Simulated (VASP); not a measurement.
A run of VASP 6.6.1 is set up as follows.

INCAR

```
PREC = Accurate
ENCUT = 520
EDIFF = 1E-6
ISMEAR = 0
SIGMA = 0.15
LREAL = F
LASPH = T
NELM = 100
ALGO = Fast
ISIF = 2
LWAVE = F
LCHARG = T
GGA = PS
LELF = T
LVHAR = T
NBANDS = 18
```

The input KPOINTS:

```
regular mesh
0
Gamma
  18 18 10
```

Contents of POSCAR:

```
Sc
1.0
    3.2591659288      0.0000000000      0.0000000000
   -1.6295829644      2.8225204895      0.0000000000
    0.0000000000      0.0000000000      5.2680000000
Sc
2
Direct
    0.3333333333      0.6666666667      0.2500000000
    0.6666666667      0.3333333333      0.7500000000
```

Potentials or basis: VASP PAW PBE potentials, release 64 (Sc_sv).

Launch:

```sh
$ cat potpaw_PBE.64/Sc_sv/POTCAR > POTCAR
$ mpirun -np 1 vasp_std > vasp.out
```

**Question.** Estimate the band gap on the k mesh.

**Answer.** Zero (bands 11 and 12 overlap by 1.32 eV).

**Question.** What does it give for the pressure?

**Answer.** -1.2 GPa.

Stress tensor (GPa, compression positive):
```
-0.22  0.00  0.00
 0.00 -0.22  0.00
 0.00  0.00 -3.09
```

Caveat: the cell differs from its parent crystal (strain -0.015 along x and y, +0.000 along z); the PAW data sets were made with another functional, which shifts forces and pressure a little.
